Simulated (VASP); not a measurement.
Here is a VASP 6.6.1 calculation.

File POSCAR:

```
TiO2
1.0
   -1.8889395767      1.8889395767      4.7917021391
    1.8889395767     -1.8889395767      4.7917021391
    1.8889395767      1.8889395767     -4.7917021391
Ti O
2 4
Direct
    0.0000000000      0.0000000000      0.0000000000
    0.7500000000      0.2500000000      0.5000000000
    0.9572828225      0.4572828225      0.5000000000
    0.2072828225      0.2072828225      0.0000000000
    0.5427171775      0.0427171775      0.5000000000
    0.7927171775      0.7927171775      0.0000000000
```

INCAR.step1

```
SYSTEM = TiO2
ALGO = Normal
EDIFF = 1E-4
ENCUT = 520
GGA = PE
ISMEAR = 0
LASPH = .True.
LCHARG = .False.
LREAL = .False.
LWAVE = .True.
NBANDS = 33
NELM = 100
PREC = Accurate
SIGMA = 0.02
```

Contents of INCAR.step2:

```
SYSTEM = TiO2
ALGO = Normal
EDIFF = 1E-6
ENCUT = 520
ISIF = 2
ISMEAR = 0
ISTART = 1
LASPH = .True.
LCHARG = .False.
LMIXTAU = .True.
LREAL = .False.
LWAVE = .False.
METAGGA = R2SCAN
NBANDS = 33
NELM = 100
PREC = Accurate
SIGMA = 0.02
```

The input KPOINTS:

```
k-points
0
Gamma
  8 8 8
  0 0 0
```

Potentials or basis: VASP PAW PBE potentials, release 64 (Ti_sv, O).

Command:

```bash
$ cat potpaw_PBE.64/Ti_sv/POTCAR potpaw_PBE.64/O/POTCAR > POTCAR
$ cp INCAR.step1 INCAR
$ mpirun -np 1 vasp_std > vasp.out
$ cp INCAR.step2 INCAR
$ mpirun -np 1 vasp_std > vasp.out
```

(1) Estimate the pressure.

(2) What does it give for the band gap on the k mesh?

(3) Estimate the largest force.

Answers

(1) 1.2 GPa.

(2) 2.59 eV (least direct gap 2.90 eV).

(3) 0.026 eV/Å.

Caveat: the PAW data sets were made with another functional, which shifts forces and pressure a little.
